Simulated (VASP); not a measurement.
Runs of VASP 6.6.1 on SnTe. Symmetry: Fm-3m, No. 225, cubic system. Conventional cell: a = 6.302 Å, b = 6.302 Å, c = 6.302 Å, α = 90.00°, β = 90.00°, γ = 90.00°. Sn (site symmetry m-3m) has 6 Te at 3.15 Å within 4.1 Å. Te (site symmetry m-3m) has 6 Sn at 3.15 Å within 4.1 Å. 

```tsv
level	potentials or basis	gap on the mesh (eV)	pressure (GPa)
RPBE	VASP PAW PBE potentials, release 64 (Sn_d, Te)	0.08	3.6
LDA	VASP PAW LDA potentials, release 64 (Sn_d, Te)	0.12	(b)
r2SCAN	VASP PAW PBE potentials, release 64 (Sn_d, Te)	0.03	1.8
PBEsol	VASP PAW PBE potentials, release 64 (Sn_d, Te)	0.14	-0.4
PBE	VASP PAW PBE potentials, release 64 (Sn_d, Te)	0.10	(a)
```

Alike in all rows: task single point; no spin polarisation; cell as given; k mesh 6 × 6 × 6; cutoff (eV) 520; smearing methfessel-paxton 0.02 eV.

**Question.** Estimate the missing entries.

**Answer.** (a) 2.2; (b) -1.5.

Caveats: spin-orbit coupling is left out, which moves the levels of the heavy elements; the PAW data sets were made with another functional, which shifts forces and pressure a little (some runs).

A k mesh can miss the band edges, and the runs leave out spin-orbit coupling on Sn, Te.
